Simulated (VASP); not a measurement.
Write the native input for VASP 6.6.1 that does the following.

```
Task                   : single point
Functional             : PBEsol
Potentials or basis    : VASP PAW PBE potentials, release 64 (Si)
Cutoff                 : 520 eV
k mesh                 : 2 × 2 × 2
Occupations            : fermi-dirac, width 0.02 eV
Spin                   : no spin polarisation
Dipole correction      : no
Further INCAR settings : LREAL = Auto; ALGO = Normal; EDIFF = 1e-07; NBANDS = 48
```

The structure of Si (a cell with a defect) lies in POSCAR:

```
Si
1.0
    0.0000000000      5.4300000000      5.4300000000
    5.4300000000      0.0000000000      5.4300000000
    5.4300000000      5.4300000000      0.0000000000
Si
17
Direct
    0.4006998158      0.4706813996     -0.3850092081
   -0.0278176796      0.1090883978      0.2780386740
    0.2234254144     -0.0813627993      0.4806261510
    0.5655524862      0.1387016575      0.2575966851
   -0.0686003683      0.6060589319     -0.0059484346
   -0.0517495396      0.3781767956      0.3769613260
   -0.2885267035      0.1518784530      0.8450092081
   -0.2101657459      0.5727808471      0.7903683241
    1.1464640884     -0.1268324125     -0.1539963168
    0.5951841621      0.4263812155      0.2767127072
    0.6395027624     -0.2388950276      0.3149907919
    0.6679742173      0.0515653775      0.5154696133
    0.2821362799      0.7888766114      0.1548987109
    0.5906537753      0.9080570902     -0.0689226519
    0.4316482505      0.5535635359      0.8687200737
    0.1895764273      1.3010313076      0.5465377532
    0.0255248619      0.7572744015      0.4992265193
```

These files were run (other wordings do the same):

INCAR

```
SYSTEM = Si
ALGO = Normal ; EDIFF = 1E-7
ENCUT = 520 ; GGA = PS
ISIF = 2 ; ISMEAR = -1
LASPH = .TRUE. ; LCHARG = .TRUE.
LELF = .TRUE. ; LREAL = Auto
LVHAR = .TRUE. ; LWAVE = .FALSE.
NBANDS = 48 ; NELM = 60
PREC = Accurate ; SIGMA = 0.02
```

KPOINTS

```
k-points
0
G
  2 2 2
  0 0 0
```

Potentials or basis: VASP PAW PBE potentials, release 64 (Si).

Command:

```sh
$ cat potpaw_PBE.64/Si/POTCAR > POTCAR
$ mpirun -np 1 vasp_std > vasp.out
```

It gave:

The pressure is -2.6 GPa and the largest force is 3.868 eV/Å. The band gap on the k mesh is zero (bands 34 and 35 overlap by 0.07 eV).

Caveat: the k points lie up to 0.50 Å⁻¹ apart; the atoms stand as in a frame of molecular dynamics; the PAW data sets were made with another functional, which shifts forces and pressure a little.

It took 2.5 min on 1 thread of Intel(R) Xeon(R) Platinum 8488C (Sapphire Rapids), on a shared host, peak memory 0.46 GiB.
